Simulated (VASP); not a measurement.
Runs of VASP 6.6.1 on LiCl. The structure is that of space group I4/mmm (No. 139), or close to it. The cells are those of the table. 

| cell | gap on the mesh (eV) |
| --- | --- |
| a = 3.630, b = 3.630, c = 3.772 Å, angles 58.7, 58.7, 62.6°, 2 atoms | (b) |
| a = 3.706, b = 3.706, c = 3.917 Å, angles 58.1, 58.1, 63.8°, 2 atoms | 5.66 |
| a = 3.845, b = 3.845, c = 3.917 Å, angles 59.4, 59.4, 61.2°, 2 atoms | 5.35 |
| a = 3.700, b = 3.700, c = 3.772 Å, angles 59.4, 59.4, 61.3°, 2 atoms | (a) |
| a = 3.639, b = 3.639, c = 3.917 Å, angles 57.4, 57.4, 65.1°, 2 atoms | 5.84 |
| a = 3.561, b = 3.561, c = 3.772 Å, angles 58.0, 58.0, 64.0°, 2 atoms | 6.25 |
| a = 3.775, b = 3.775, c = 3.917 Å, angles 58.7, 58.7, 62.5°, 2 atoms | 5.50 |
| a = 3.775, b = 3.775, c = 3.627 Å, angles 61.3, 61.3, 57.4°, 2 atoms | 5.84 |
| a = 3.706, b = 3.706, c = 3.482 Å, angles 62.0, 62.0, 56.0°, 2 atoms | 6.26 |
| a = 3.630, b = 3.630, c = 3.482 Å, angles 61.3, 61.3, 57.3°, 2 atoms | 6.49 |

Alike in all rows: task single point; level PBE; potentials or basis VASP PAW PBE potentials, release 64 (Li_sv, Cl); no spin polarisation; k mesh 8 × 8 × 8; cutoff (eV) 520; smearing gaussian 0.05 eV.

Question: Fill in the values left out.

Answer: (a) 5.88; (b) 6.06.

A k mesh can miss the band edges.
